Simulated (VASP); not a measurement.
# Sc12H (a cell with a defect) in VASP: a series of runs, part 2 of 2

VASP 6.6.1. Earlier steps stand in the parts before.

## 3. Single point, PBE

INCAR reads:

```
PREC     = Accurate       # precision mode
ENCUT    = 520            # plane-wave cutoff, eV
EDIFF    = 1E-6           # SCF threshold, eV
ISMEAR   = 0              # smearing method
SIGMA    = 0.15           # smearing width, eV
LREAL    = F              # projectors in reciprocal space
LASPH    = T              # aspherical terms in the spheres
NELM     = 100            # most SCF steps
ALGO     = Normal         # electronic algorithm
ISIF     = 2              # what is computed and relaxed
LWAVE    = F              # write WAVECAR
LCHARG   = F              # write CHGCAR
GGA      = PE             # functional
NBANDS   = 78             # bands
```

KPOINTS reads:

```
regular mesh
0
Gamma
  4 3 4
```

POSCAR reads:

```
Sc12H
1.0
    6.6200000000      0.0000000000      0.0000000000
   -4.9650000000      8.5996320000      0.0000000000
    0.0000000000      0.0000000000      5.2761400000
Sc H
12 1
Direct
   -0.0005931549     -0.0001761703     -0.0027595932
    0.1677559560      0.2226879011      0.4972078072
   -0.0003590476      0.3336131127     -0.0031386582
    0.1601352277      0.5531134356      0.4985466648
   -0.0007701935      0.6657275567     -0.0027561816
    0.1668180938      0.8895550414      0.4973501461
    0.4997999086     -0.0007300312     -0.0027686907
    0.6644488059      0.2209953868      0.4971575811
    0.5006922634      0.3338817289     -0.0028465886
    0.6691561858      0.5532318127      0.4987430205
    0.4999127807      0.6667066684      0.0112004230
    0.6706932804      0.8943721080      0.4982953447
    0.5002577531      0.6673519285      0.4518168585
```

Potentials or basis: VASP PAW PBE potentials, release 64 (Sc_sv, H).

Command:

```console
$ cat potpaw_PBE.64/Sc_sv/POTCAR potpaw_PBE.64/H/POTCAR > POTCAR
$ mpirun -np 1 vasp_std > vasp.out
```

OUTCAR:

```text
PREC = Accurate
   ENCUT = 520
   EDIFF = 1E-6
   ISMEAR = 0
   LREAL = F
   LASPH = T
   NELM = 100
   ISIF = 2
   GGA = PE

 ion  position               nearest neighbor table
   1  0.999  1.000  0.997-  12 3.24  12 3.25   6 3.26   6 3.26   2 3.26   2 3.26   7 3.30  11 3.31
                             3 3.31   7 3.32   5 3.32   9 3.32
   2  0.168  0.223  0.497-   9 3.26   9 3.26   3 3.26   1 3.26   1 3.26   3 3.26  12 3.28   8 3.30
                            10 3.30   6 3.30   4 3.31   8 3.32
   3  1.000  0.334  0.997-   4 3.24   4 3.25   2 3.26   8 3.26   2 3.26   8 3.27   5 3.30   9 3.30
                            11 3.31   1 3.31   7 3.31   9 3.32
   4  0.160  0.553  0.499-  13 1.97  11 3.23   3 3.24   5 3.24  10 3.25   3 3.25   5 3.25   8 3.29
                             2 3.31   6 3.32  11 3.33  10 3.37  12 3.38
   5  0.999  0.666  0.997-  10 3.24   4 3.24   4 3.25  10 3.25   6 3.27   6 3.27   9 3.30   3 3.30
                            11 3.31  11 3.31   7 3.31   1 3.32
   6  0.167  0.890  0.497-   1 3.26   7 3.26   1 3.26   7 3.26   5 3.27   5 3.27   8 3.29   2 3.30
                            12 3.31  12 3.31  10 3.32   4 3.32
[... 234 lines left out ...]
      3     -45.7848      2.00000
      4     -45.7705      2.00000
      5     -45.7641      2.00000
      6     -45.7597      2.00000
[... 1933 lines left out ...]
     77       4.5931      0.00000
     78       4.6070      0.00000

 [... further k-points ...]
[... 5 lines left out ...]
  --------------------------------------------------------------------------------------
  -------------------------------------------------------------------------------------
  Total        0.9603118      0.8296978     -3.7651239     -0.0345864     -0.0217477      0.0036042
  in kB        5.1223432      4.4256427    -20.0833285     -0.1844850     -0.1160031      0.0192250
  external PRESSURE =      -3.5117809 kB  Pullay stress =       0.0000000 kB

 VOLUME and BASIS-vectors are now :
 -----------------------------------------------------------------------------
  energy-cutoff  :      520.00
  volume of cell :      300.37
      direct lattice vectors                 reciprocal lattice vectors
     6.620000000  0.000000000  0.000000000     0.151057402  0.087213034  0.000000000
    -4.965000000  8.599632000  0.000000000     0.000000000  0.116284046  0.000000000
     0.000000000  0.000000000  5.276140000     0.000000000  0.000000000  0.189532499

 POSITION                                       TOTAL-FORCE (eV/Angst)
 -----------------------------------------------------------------------------------
      1.65195      8.59812      5.26158         0.001503      0.004706      0.006733
      0.00490      1.91503      2.62334         0.003163      0.006785      0.001184
      4.96123      2.86895      5.25958        -0.004108     -0.004954      0.003883
     -1.68611      4.75657      2.63040        -0.000620     -0.005707      0.038107
      3.30956      5.72501      5.26160         0.000321     -0.002522      0.013329
     -3.31230      7.64985      2.62409        -0.000642     -0.002544      0.000792
     -1.65270      8.59335      5.26153        -0.001385     -0.000607      0.006845
      3.30141      1.90048      2.62307        -0.003981     -0.007257      0.002643
      1.65686      2.87126      5.26112         0.003677     -0.000257      0.006489
      1.68302      4.75759      2.63144         0.000675     -0.004862      0.039447
     -0.00078      5.73343      0.05909        -0.000082      0.000695      0.153620
     -0.00057      7.69127      2.62908         0.001381      0.009397      0.033919
     -0.00170      5.73898      2.38385         0.000097      0.007128     -0.306992
 -----------------------------------------------------------------------------------
    total drift:                                0.000119     -0.000250      0.001301

  FREE ENERGIE OF THE ION-ELECTRON SYSTEM (eV)
  ---------------------------------------------------
  free  energy   TOTEN  =       -79.4325830148 eV

  energy  without entropy=      -79.1937329548  energy(sigma->0) =      -79.31315798
```

stdout:

```text
POSCAR found type information on POSCAR ScH
 POSCAR found :  2 types and      13 ions
 scaLAPACK will be used
 LDA part: xc-table for (Slater+PW92), standard interpolation
 POSCAR, INCAR and KPOINTS ok, starting setup
 FFT: planning ... GRIDC
 FFT: planning ... GRID_SOFT
 FFT: planning ... GRID
 WAVECAR not read
 entering main loop
```

Run time: 18 min. Hardware: 1 thread of AMD EPYC 7R43 (Zen 3), shared host; peak memory 0.6 GiB.

What came out:

* Free energy: -79.4326 eV
* Pressure: -0.4 GPa
* Largest force: 0.307 eV/Å

Forces on the atoms (eV/Å):
```
Sc   0.002  0.005  0.007
Sc   0.003  0.007  0.001
Sc  -0.004 -0.005  0.004
Sc  -0.001 -0.006  0.038
Sc   0.000 -0.003  0.013
Sc  -0.001 -0.003  0.001
Sc  -0.001 -0.001  0.007
Sc  -0.004 -0.007  0.003
Sc   0.004  0.000  0.006
Sc   0.001 -0.005  0.039
Sc   0.000  0.001  0.154
Sc   0.001  0.009  0.034
H    0.000  0.007 -0.307
```

Levels at points of the mesh, in eV from the Fermi level:
```
           k point  band 66  band 67  band 68  band 69  band 70  band 71
(0.00, 0.00, 0.00)    -0.43    -0.29    -0.28     0.00     0.10     0.36
(0.50, 0.00, 0.00)    -0.38    -0.29    -0.26     0.11     0.19     0.38
(0.00, 0.00, 0.50)     0.14     0.16     0.18     0.20     0.22     0.66
(0.50, 0.00, 0.50)     0.26     0.28     0.30     0.33     0.33     0.34
```

## 4. Single point, PBE

INCAR reads:

```
ALGO = Normal
EDIFF = 1E-6
ENCUT = 520
GGA = PE
ISIF = 2
ISMEAR = 0
LASPH = T
LCHARG = T
LELF = T
LREAL = F
LVHAR = T
LWAVE = F
NBANDS = 78
NELM = 100
PREC = Accurate
SIGMA = 0.15
```

KPOINTS reads:

```
k-points
0
Gamma
  4 3 4
```

POSCAR reads:

```
Sc12H
1.0
    6.6200000000      0.0000000000      0.0000000000
   -4.9650000000      8.5996320000      0.0000000000
    0.0000000000      0.0000000000      5.2761400000
Sc H
12 1
Direct
   -0.0004187011     -0.0001447736     -0.0038073288
    0.1672146350      0.2223405606      0.4962853525
   -0.0005281115      0.3333903125     -0.0046744400
    0.1632926961      0.5541965052      0.4972178524
   -0.0008223597      0.6656872062     -0.0038531957
    0.1666169593      0.8893009608      0.4967131274
    0.4996582251     -0.0005999094     -0.0038198380
    0.6649139801      0.2212651658      0.4961251976
    0.5003906499      0.3334868283     -0.0040099391
    0.6676001893      0.5543402322      0.4976560516
    0.4997442673      0.6665021247      0.0128286967
    0.6686443464      0.8916969935      0.4967578571
    0.5000615609      0.6670838938      0.4017357386
```

Command:

```console
$ cat potpaw_PBE.64/Sc_sv/POTCAR potpaw_PBE.64/H/POTCAR > POTCAR
$ mpirun -np 1 vasp_std > vasp.out
```

Wall time 39 min (1 thread of AMD EPYC 7R43 (Zen 3), shared host); peak memory 0.6 GiB.

It converged, with:

| Property | Result |
| --- | --- |
| Free energy | -79.4918 eV |
| Pressure | -0.3 GPa |
| Largest force | 0.017 eV/Å |

Forces in eV/Å, atoms in the order of the input:
```
Sc  -0.003 -0.005 -0.001
Sc   0.001 -0.001 -0.001
Sc   0.001  0.001  0.000
Sc  -0.011 -0.005  0.006
Sc   0.000  0.000 -0.003
Sc  -0.001  0.004  0.000
Sc   0.004 -0.005 -0.001
Sc  -0.001 -0.003 -0.001
Sc  -0.002  0.005  0.000
Sc   0.010 -0.007  0.006
Sc   0.001  0.001 -0.009
Sc   0.001  0.016  0.005
H    0.000  0.000 -0.002
```

Stress tensor (GPa, compression positive):
```
 0.29 -0.02  0.00
-0.02  0.24 -0.01
 0.00 -0.01 -1.49
```

Levels at points of the mesh, in eV from the Fermi level:
```csv
k point,band 64,band 65,band 66,band 67,band 68,band 69,band 70,band 71,band 72,band 73
"(0.00, 0.00, 0.00)",-0.53,-0.48,-0.42,-0.29,-0.29,0.01,0.09,0.34,1.00,1.07
"(0.50, 0.00, 0.00)",-0.44,-0.43,-0.38,-0.30,-0.26,0.13,0.18,0.40,0.44,0.91
"(0.00, 0.00, 0.50)",0.12,0.13,0.14,0.17,0.19,0.20,0.21,0.63,0.70,0.72
"(0.50, 0.00, 0.50)",0.13,0.18,0.26,0.29,0.31,0.33,0.33,0.34,0.35,0.40
```
